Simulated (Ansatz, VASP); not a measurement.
**BaF2 in VASP and in Ansatz**

```xyz
3
Lattice="0.0000 3.1581 3.1581 3.1581 0.0000 3.1581 3.1581 3.1581 0.0000" Properties=species:S:1:pos:R:3 pbc="T T T"
Ba    0.0000    0.0000    0.0000
F     1.5791    1.5791    1.5791
F     4.7372    4.7372    4.7372
```

Alike in both runs: task single point; functional r2SCAN; k mesh 6 × 6 × 6; occupations gaussian, width 0.02 eV; no spin polarisation.

|  | VASP | Ansatz |
| --- | --- | --- |
| version | VASP 6.6.1 | Ansatz 0.2.0 |
| potentials or method | VASP PAW PBE potentials, release 64 (Ba_sv, F), cutoff 660 eV | scalar-relativistic, plane waves, PAW |
| valence electrons in the cell | 24 | 24 |

|  | VASP | Ansatz | Ansatz less VASP |
| --- | --- | --- | --- |
| gap on the k mesh at the Fermi level (eV) | 7.11 | 7.18 | +0.070 |
| least direct gap on the mesh (eV) | 7.16 | 7.24 | +0.078 |
| pressure (GPa) | -2.4 | -3.1 | -0.66 |

VASP's potentials were made for PBE, not for r2SCAN. With one functional, cell and mesh, what is left measures potentials, basis and numerics.

Neither program's run includes spin-orbit coupling.
